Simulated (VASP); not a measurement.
# Ni (Im-3m) in VASP: a series of runs

Aim: see how the results for Ni move with the level of theory and the settings. Levels: PBEsol, BLYP+D4, PBE+D4+U. Tasks: single point.

All numbers are computed with VASP 6.6.1; they aren't measurements. Logs are shortened: lines on timing, memory, paths and dates and some standing lists are left out, and cuts for length are marked.

**1. The cell of the first run**

The structure is cubic, space group Im-3m (No. 229). The conventional cell has a = 2.786 Å, b = 2.786 Å, c = 2.786 Å, α = 90.00°, β = 90.00°, γ = 90.00°. Ni (site symmetry m-3m) has 14 Ni at 2.41 to 2.79 Å within 3.2 Å.

**2. Single point, PBEsol, collinear spin, ferromagnetic start**

File INCAR:

```
PREC     = Accurate       # precision mode
ENCUT    = 520            # plane-wave cutoff, eV
EDIFF    = 1E-6           # SCF threshold, eV
ISMEAR   = -1             # smearing method
SIGMA    = 0.05           # smearing width, eV
LREAL    = False          # projectors in reciprocal space
LASPH    = True           # aspherical terms in the spheres
NELM     = 150            # most SCF steps
ALGO     = Normal         # electronic algorithm
ISIF     = 2              # what is computed and relaxed
LWAVE    = False          # write WAVECAR
LCHARG   = False          # write CHGCAR
ISPIN    = 2              # spin polarisation
MAGMOM   = 1              # initial moments
LORBIT   = 11             # projections on sites
LMAXMIX  = 4              # l up to which the mixer works
GGA      = PS             # functional
NBANDS   = 15             # bands
```

File KPOINTS:

```
regular mesh
0
Gamma
  13 13 13
```

File POSCAR:

```
Ni
1.0
   -1.3928794157      1.3928794157      1.3928794157
    1.3928794157     -1.3928794157      1.3928794157
    1.3928794157      1.3928794157     -1.3928794157
Ni
1
Direct
    0.0000000000      0.0000000000      0.0000000000
```

Potentials or basis: VASP PAW PBE potentials, release 64 (Ni).

Command:

```console
> cat potpaw_PBE.64/Ni/POTCAR > POTCAR
> mpirun -np 1 vasp_std > vasp.out
```

OUTCAR:

```text
PREC = Accurate
   ENCUT = 520
   EDIFF = 1E-6
   ISMEAR = -1
   LREAL = False
   LASPH = True
   NELM = 150
   ISIF = 2
   ISPIN = 2
   LORBIT = 11
   GGA = PS

 ion  position               nearest neighbor table
   1  0.000  0.000  0.000-

  LATTYP: Found a body centered cubic cell.
 ALAT       =     2.7857588314

  Lattice vectors:

 A1 = (  -1.3928794157,   1.3928794157,   1.3928794157)
 A2 = (   1.3928794157,  -1.3928794157,   1.3928794157)
 A3 = (   1.3928794157,   1.3928794157,  -1.3928794157)

Analysis of symmetry for initial positions (statically):
=====================================================================
 Subroutine PRICEL returns:
 Original cell was already a primitive cell.

 Routine SETGRP: Setting up the symmetry group for a
 body centered cubic supercell.

 Subroutine GETGRP returns: Found 48 space group operations
 (whereof 48 operations were pure point group operations)
 out of a pool of 48 trial point group operations.

The static configuration has the point symmetry O_h .

Analysis of symmetry for dynamics (positions and initial velocities):
=====================================================================
 Subroutine PRICEL returns:
 Original cell was already a primitive cell.

 Routine SETGRP: Setting up the symmetry group for a
 body centered cubic supercell.

 Subroutine GETGRP returns: Found 48 space group operations
 (whereof 48 operations were pure point group operations)
 out of a pool of 48 trial point group operations.

The dynamic configuration has the point symmetry O_h .

Analysis of structural, dynamic, and magnetic symmetry:
=====================================================================
 Subroutine PRICEL returns:
 Original cell was already a primitive cell.

 Routine SETGRP: Setting up the symmetry group for a
 body centered cubic supercell.

 Subroutine GETGRP returns: Found 48 space group operations
 (whereof 48 operations were pure point group operations)
 out of a pool of 48 trial point group operations.

The overall configuration has the point symmetry O_h .

 Subroutine INISYM returns: Found 48 space group operations
 (whereof 48 operations are pure point group operations),
 and found     1 'primitive' translations

----------------------------------------------------------------------------------------

                                     Primitive cell

  volume of cell :      10.8094

  direct lattice vectors                    reciprocal lattice vectors
    -1.392879416  1.392879416  1.392879416     0.000000000  0.358968619  0.358968619
     1.392879416 -1.392879416  1.392879416     0.358968619  0.000000000  0.358968619
     1.392879416  1.392879416 -1.392879416     0.358968619  0.358968619  0.000000000

  length of vectors
     2.412537917  2.412537917  2.412537917     0.507658289  0.507658289  0.507658289

  position of ions in fractional coordinates (direct lattice)
     0.000000000  0.000000000  0.000000000

  ion indices of the primitive-cell ions
   primitive index   ion index
                 1           1

----------------------------------------------------------------------------------------

 KPOINTS: regular mesh

Automatic generation of k-mesh.
 Grid dimensions read from file:
 generate k-points for:   13   13   13

 Generating k-lattice:

  Cartesian coordinates                     Fractional coordinates (reciprocal lattice)
     0.000000000  0.027612971  0.027612971     0.076923077  0.000000000  0.000000000
     0.027612971  0.000000000  0.027612971     0.000000000  0.076923077  0.000000000
     0.027612971  0.027612971  0.000000000     0.000000000  0.000000000  0.076923077

  Length of vectors
     0.039050638  0.039050638  0.039050638

  Shift w.r.t. Gamma in fractional coordinates (k-lattice)
     0.000000000  0.000000000  0.000000000

 Subroutine IBZKPT returns following result:
 ===========================================

 Found     84 irreducible k-points:

 Following reciprocal coordinates:
            Coordinates               Weight
  0.000000  0.000000  0.000000      1.000000
  0.076923  0.000000  0.000000     12.000000
  0.153846  0.000000  0.000000     12.000000
  0.230769  0.000000  0.000000     12.000000
  0.307692  0.000000  0.000000     12.000000
  0.384615  0.000000  0.000000     12.000000
[... 16 lines left out ...]
  0.153846  0.076923  0.076923     24.000000
  0.230769  0.076923  0.076923     24.000000
 [... further k-points ...]
   k-points           NKPTS =     84   k-points in BZ     NKDIM =     84   number of bands    NBANDS=     15
   number of dos      NEDOS =    301   number of ions     NIONS =      1
   total plane-waves  NPLWV =   5832
   dimension x,y,z NGX =    18 NGY =   18 NGZ =   18
   dimension x,y,z NGXF=    36 NGYF=   36 NGZF=   36
   ions per type =               1
   NGX,Y,Z   is equivalent  to a cutoff of  12.40, 12.40, 12.40 a.u.
   NGXF,Y,Z  is equivalent  to a cutoff of  24.81, 24.81, 24.81 a.u.
 SYSTEM =  unknown system
   PREC   = accura    normal or accurate (medium, high low for compatibility)
   ISTART =      0    job   : 0-new  1-cont  2-samecut
   ICHARG =      2    charge: 1-file 2-atom 10-const
   ISPIN  =      2    spin polarized calculation?
   LNONCOLLINEAR =      F non collinear calculations
   LSORBIT =      F    spin-orbit coupling
   LASPH  =      T    aspherical Exc in radial PAW
   ENCUT  =  520.0 eV  38.22 Ry    6.18 a.u.   4.49  4.49  4.49*2*pi/ulx,y,z
   NELM   =    150;   NELMIN=  2; NELMDL= -5     # of ELM steps
   EDIFF  = 0.1E-05   stopping-criterion for ELM
   LREAL  =      F    real-space projection
   EDIFFG = 0.1E-04   stopping-criterion for IOM
   NSW    =      0    number of steps for IOM
   IBRION =     -1    ionic relax: 0-MD 1-quasi-New 2-CG
   NFREE  =      0    steps in history (QN), initial steepest desc. (CG)
   ISIF   =      2    stress and relaxation
   ISYM   =      2    0-nonsym 1-usesym 2-fastsym
   POTIM  = 0.5000    time-step for ionic-motion
   TEBEG  =    0.0;   TEEND  =   0.0 temperature during run
   PSTRESS=    0.0 pullay stress
   NELECT =      10.0000    total number of electrons
   NUPDOWN=      -1.0000    fix difference up-down
   EMIN   =  10.00;   EMAX   =-10.00  energy-range for DOS
   EFERMI =   0.00;   METHOD = LEGACY
   ISMEAR =    -1;   SIGMA  =   0.05  broadening in eV -4-tet -1-fermi 0-gaus
   EFERMI_NEDOS =   21; number of points for ismear=-14 and -15
   IALGO  =     38    algorithm
   IMIX   =      4    mixing-type and parameters
     AMIX     =   0.40;   BMIX     =  1.00
     AMIX_MAG =   1.60;   BMIX_MAG =  1.00
  volume/ion in A,a.u.               =      10.81        72.95
  Fermi-wavevector in a.u.,A,eV,Ry     =   1.595174  3.014441 34.621101  2.544579
  Thomas-Fermi vector in A             =   2.693134
   LORBIT       =     11    0 simple, 1 ext, 2 COOP (PROOUT), +10 PAW based schemes
   GGA     = PS    functional components
   LHFCALC =     F    Hartree Fock is set to
   AEXX    =    0.0000 exact exchange contribution
   IVDW    =     0    specifies the selected vdW correction
   LEPSILON=     F    determine dielectric tensor
   LRPA    =     F    only Hartree local field effects (RPA)
 spin polarized calculation
  energy-cutoff  :      520.00
  volume of cell :       10.81
 maximum number of plane-waves:       321
 NGX is ok and might be reduce to    18

 number of electron      10.0000000 magnetization       1.0000000

 number of electron       9.9999991 magnetization       0.5889417

 Free energy of the ion-electron system (eV)
  ---------------------------------------------------
  ext. energy  EPLUGINS =         0.00000000
  ---------------------------------------------------
  free energy    TOTEN  =        -6.03252024 eV

  energy without entropy =       -6.01714738  energy(sigma->0) =       -6.02483381

 E-fermi :   9.1438     XC(G=0): -13.4695

 val. band max:        9.1163662761   @ k =   0.3846   0.2308   0.0000
 cond. band min:       9.1478525724   @ k =  -0.3077   0.3846   0.0769
 fundamental gap:      0.0314862963
 Fermi energy:         9.1438091482

 spin component 1

 k-point     1 :       0.0000    0.0000    0.0000
  band No.  band energies     occupation
      1       0.1695      1.00000
      2       6.8296      1.00000
      3       6.8296      1.00000
      4       6.8296      1.00000
      5       8.2484      1.00000
      6       8.2484      1.00000
      7      35.6503      0.00000
      8      35.6503      0.00000
      9      35.6503      0.00000
     10      40.5745      0.00000
     11      40.5745      0.00000
     12      41.5893      0.00000
     13      41.5893      0.00000
     14      41.5893      0.00000
     15      42.3290      0.00000
[... 397 lines left out ...]
 k-point    24 :       0.2308    0.0769    0.0769
  band No.  band energies     occupation
      1       3.8457      1.00000
      2       6.1258      1.00000
      3       6.4545      1.00000
      4       8.1247      1.00000
      5       8.3258      1.00000
      6       8.8934      0.99336
      7      22.2906      0.00000
      8      26.9211      0.00000
      9      28.2287      0.00000
     10      37.0949      0.00000
     11      40.5778      0.00000
     12      43.3209      0.00000
     13      45.2971      0.00000
     14      48.7903      0.00000
     15      51.7179      0.00000

 [... further k-points ...]

 spin component 2

 k-point     1 :       0.0000    0.0000    0.0000
  band No.  band energies     occupation
      1       0.1832      1.00000
      2       7.5057      1.00000
      3       7.5057      1.00000
      4       7.5057      1.00000
      5       8.7955      0.99906
      6       8.7955      0.99906
      7      35.5845      0.00000
      8      35.5845      0.00000
      9      35.5845      0.00000
     10      40.5445      0.00000
     11      40.5445      0.00000
     12      41.7841      0.00000
     13      41.7841      0.00000
     14      41.7841      0.00000
     15      42.5017      0.00000
[... 397 lines left out ...]
 k-point    24 :       0.2308    0.0769    0.0769
  band No.  band energies     occupation
      1       3.9496      1.00000
      2       6.7428      1.00000
      3       6.9811      1.00000
      4       8.7060      0.99984
      5       8.8852      0.99436
      6       9.5767      0.00017
      7      22.4613      0.00000
      8      27.0019      0.00000
      9      28.3728      0.00000
     10      37.1044      0.00000
     11      40.6843      0.00000
     12      43.3589      0.00000
     13      45.3564      0.00000
     14      48.8716      0.00000
     15      51.8636      0.00000

 [... further k-points ...]
[... 5 lines left out ...]
  --------------------------------------------------------------------------------------
  -------------------------------------------------------------------------------------
  Total       -0.4320135     -0.4320135     -0.4320135      0.0000000     -0.0000000      0.0000000
  in kB      -64.0335158    -64.0335158    -64.0335158      0.0000000     -0.0000000      0.0000000
  external PRESSURE =     -64.0335158 kB  Pullay stress =       0.0000000 kB

 VOLUME and BASIS-vectors are now :
 -----------------------------------------------------------------------------
  energy-cutoff  :      520.00
  volume of cell :       10.81
      direct lattice vectors                 reciprocal lattice vectors
    -1.392879416  1.392879416  1.392879416     0.000000000  0.358968619  0.358968619
     1.392879416 -1.392879416  1.392879416     0.358968619  0.000000000  0.358968619
     1.392879416  1.392879416 -1.392879416     0.358968619  0.358968619  0.000000000

 POSITION                                       TOTAL-FORCE (eV/Angst)
 -----------------------------------------------------------------------------------
      0.00000      0.00000      0.00000         0.000000      0.000000     -0.000000
 -----------------------------------------------------------------------------------
    total drift:                                0.000000      0.000000      0.000000

  FREE ENERGIE OF THE ION-ELECTRON SYSTEM (eV)
  ---------------------------------------------------
  free  energy   TOTEN  =        -6.0325202421 eV

  energy  without entropy=       -6.0171473819  energy(sigma->0) =       -6.02483381

 total charge

# of ion       s       p       d       tot
------------------------------------------
    1        0.497   0.501   8.330   9.328

 magnetization (x)

# of ion       s       p       d       tot
------------------------------------------
    1       -0.003  -0.014   0.612   0.594
```

Wall time 20 s (1 thread of Intel Xeon Platinum 8488C (Sapphire Rapids), shared host); peak memory 0.14 GiB.

What came out:

| Property | Result |
| --- | --- |
| Free energy | -6.0325 eV |
| Pressure | -6.4 GPa |
| Net moment | 0.59 μB per cell |
| Site moments | Ni +0.59 μB |
| Valence electrons inside the program's atomic spheres | Ni 9.33 |

Levels at points of the mesh, in eV from the Fermi level:
Spin up:
| k point | band 2 | band 3 | band 4 | band 5 | band 6 | band 7 | band 8 | band 9 |
| --- | --- | --- | --- | --- | --- | --- | --- | --- |
| (0.00, 0.00, 0.00) | -2.31 | -2.31 | -2.31 | -0.90 | -0.90 | 26.51 | 26.51 | 26.51 |
Spin down:
```
           k point  band 2  band 3  band 4  band 5  band 6  band 7  band 8  band 9
(0.00, 0.00, 0.00)   -1.64   -1.64   -1.64   -0.35   -0.35   26.44   26.44   26.44
```

Caveat: the PAW data sets were made with another functional, which shifts forces and pressure a little.

**3. Single point, BLYP+D4, collinear spin, ferromagnetic start**

File INCAR:

```
SYSTEM = Ni
  PREC = Accurate
  ENCUT = 520
  EDIFF = 1E-7
  ISMEAR = -1
  SIGMA = 0.05
  LREAL = .FALSE.
  LASPH = .TRUE.
  NELM = 150
  ALGO = Normal
  ISIF = 2
  LWAVE = .FALSE.
  LCHARG = .TRUE.
  ISPIN = 2
  MAGMOM = 1
  LORBIT = 11
  LMAXMIX = 4
  GGA = B5
  ALDAX = 1.0
  AGGAX = 1.0
  AGGAC = 1.0
  ALDAC = 0.0
  IVDW = 13
  VDW_S6 = 1.0
  VDW_S8 = 2.34076671
  VDW_A1 = 0.44488865
  VDW_A2 = 4.0933009
  LELF = .TRUE.
  LVHAR = .TRUE.
  NBANDS = 15
```

File KPOINTS:

```
Automatic mesh
0
G
  13 13 13
  0 0 0
```

File POSCAR:

```
Ni
1.0
   -1.3932543222      1.3932543222      1.3932543222
    1.3932543222     -1.3932543222      1.3932543222
    1.3932543222      1.3932543222     -1.3932543222
Ni
1
Direct
    0.0000000000      0.0000000000      0.0000000000
```

Potentials or basis: VASP PAW PBE potentials, release 64 (Ni).

Command:

```console
> cat potpaw_PBE.64/Ni/POTCAR > POTCAR
> mpirun -np 1 vasp_std > vasp.out
```

Wall time 46 s (1 thread of Intel Xeon 8259CL, shared host); peak memory 0.14 GiB.

It converged, with:

```yaml
Free_energy: -5.3878 eV
Pressure: 0.0 GPa
Net_moment: 0.55 μB per cell
Site_moments: Ni +0.55 μB
Valence_electrons_inside_the_program's_atomic_spheres: Ni 9.37
Dispersion_energy_per_atom: -0.887 eV
```

Levels at points of the mesh, in eV from the Fermi level:
Spin up:
| k point | band 2 | band 3 | band 4 | band 5 | band 6 | band 7 | band 8 | band 9 |
| --- | --- | --- | --- | --- | --- | --- | --- | --- |
| (0.00, 0.00, 0.00) | -2.28 | -2.28 | -2.28 | -0.86 | -0.86 | 26.89 | 26.89 | 26.89 |
Spin down:
| k point | band 2 | band 3 | band 4 | band 5 | band 6 | band 7 | band 8 | band 9 |
| --- | --- | --- | --- | --- | --- | --- | --- | --- |
| (0.00, 0.00, 0.00) | -1.63 | -1.63 | -1.63 | -0.40 | -0.40 | 26.83 | 26.83 | 26.83 |

Caveat: the PAW data sets were made with another functional, which shifts forces and pressure a little; pairwise dispersion overbinds metals, which lowers pressure and volume.

**4. Single point, PBE+D4+U**

This run uses another cell than the first one, of 10.54 Å³/atom, 0.975 times its volume.

File INCAR:

```
SYSTEM = Ni
  ALGO = Normal
  EDIFF = 1E-7
  ENCUT = 520
  GGA = PE
  ISIF = 2
  ISMEAR = -1
  IVDW = 13
  LASPH = .TRUE.
  LCHARG = .FALSE.
  LDAU = .TRUE.
  LDAUJ = 0
  LDAUL = 2
  LDAUPRINT = 1
  LDAUTYPE = 2
  LDAUU = 7
  LMAXMIX = 4
  LREAL = .FALSE.
  LWAVE = .FALSE.
  NBANDS = 11
  NELM = 150
  PREC = Accurate
  SIGMA = 0.02
```

File KPOINTS:

```
k-points
0
G
  13 13 13
  0 0 0
```

File POSCAR:

```
Ni
1.0
   -1.3810230586      1.3810230586      1.3810230586
    1.3810230586     -1.3810230586      1.3810230586
    1.3810230586      1.3810230586     -1.3810230586
Ni
1
Direct
    0.0000000000      0.0000000000      0.0000000000
```

Command:

```console
> cat potpaw_PBE.64/Ni/POTCAR > POTCAR
> mpirun -np 1 vasp_std > vasp.out
```

Run time: 26 s. Hardware: 1 thread of Intel Xeon 6975P-C, shared host; peak memory 0.09 GiB.

The run converged. Its results:

```yaml
Free_energy: -1.5693 eV
Pressure: -19.7 GPa
Band_gap_on_the_k_mesh: zero (band 5 reaches 8.54 eV, above the bottom of band 6 at 6.89 eV)
Dispersion_energy_per_atom: -0.469 eV
```

Levels at points of the mesh, in eV from the Fermi level:
| k point | band 1 | band 2 | band 3 | band 4 | band 5 | band 6 | band 7 | band 8 | band 9 | band 10 |
| --- | --- | --- | --- | --- | --- | --- | --- | --- | --- | --- |
| (0.00, 0.00, 0.00) | -7.55 | -2.12 | -2.12 | -2.12 | -1.30 | -1.30 | 28.26 | 28.26 | 28.26 | 30.76 |

Eigenvalues of the final occupation matrices:
```
    site  spin  trace               eigenvalues
site 1 d     1   4.38  0.84 0.84 0.84 0.93 0.93
site 1 d     2   4.38  0.84 0.84 0.84 0.93 0.93
```

Caveat: the run has no spin polarisation, though such a crystal can be magnetic; U without spin polarisation on a metal has little footing; pairwise dispersion overbinds metals, which lowers pressure and volume; the U is typed as a test and isn't derived for this compound.

**5. Overview**

| level | spin | U | cell | smearing | gap on the mesh (eV) | pressure (GPa) | moment (μB) |
| --- | --- | --- | --- | --- | --- | --- | --- |
| PBEsol | collinear, ferromagnetic start | - | a = 2.413 Å, angles 109.5°, 1 atom | fermi-dirac 0.05 eV | none | -6.4 | 0.59 |
| BLYP+D4 | collinear, ferromagnetic start | - | a = 2.413 Å, angles 109.5°, 1 atom | fermi-dirac 0.05 eV | none | 0.0 | 0.55 |
| PBE+D4+U | off | Ni d U = 7.0 eV | a = 2.392 Å, angles 109.5°, 1 atom | fermi-dirac 0.02 eV | none | -19.7 | - |

Alike in all rows: task single point; potentials or basis VASP PAW PBE potentials, release 64 (Ni); k mesh 13 × 13 × 13; cutoff (eV) 520.

Caveats: the PAW data sets were made with another functional, which shifts forces and pressure a little (some runs); pairwise dispersion overbinds metals, which lowers pressure and volume (some runs); U without spin polarisation on a metal has little footing (some runs); the U is typed as a test and isn't derived for this compound (some runs).

Absolute energies hang on the potentials; compare differences alone.
